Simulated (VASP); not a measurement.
MgO, 4 atoms in the cell. It takes space group P6_3/mmc (No. 194, hexagonal). Conventional cell: a = 2.943 Å, b = 2.943 Å, c = 3.579 Å, α = 90.00°, β = 90.00°, γ = 120.00°. Within 2.3 Å of Mg (site symmetry -6m2) lie 5 O at 1.70 to 1.79 Å. Within 2.3 Å of O (site symmetry -6m2) lie 5 Mg at 1.70 to 1.79 Å. 

* Program: VASP 6.6.1
* Task: single point
* Functional: PBE
* Potentials or basis: VASP PAW PBE potentials, release 64 (Mg_sv, O)
* Cutoff: 840 eV
* k mesh: 13 × 13 × 7
* Occupations: fermi-dirac, width 0.08 eV
* Spin: no spin polarisation
* Dipole correction: no
* Further INCAR settings: ALGO = Normal; EDIFF = 1e-06; NBANDS = 24

Potentials or basis: VASP PAW PBE potentials, release 64 (Mg_sv, O).

The run is started by

```bash
$ cat potpaw_PBE.64/Mg_sv/POTCAR potpaw_PBE.64/O/POTCAR > POTCAR
$ mpirun -np 1 vasp_std > vasp.out
```

Hardware: 1 thread of Intel(R) Xeon(R) 6975P-C (Granite Rapids), with other jobs on the host.

Estimate the wall time of this run.

It took 41 s on 1 thread of Intel(R) Xeon(R) 6975P-C (Granite Rapids), with other jobs on the host, peak memory 0.21 GiB. Counts: scf iterations 13, k points 84.
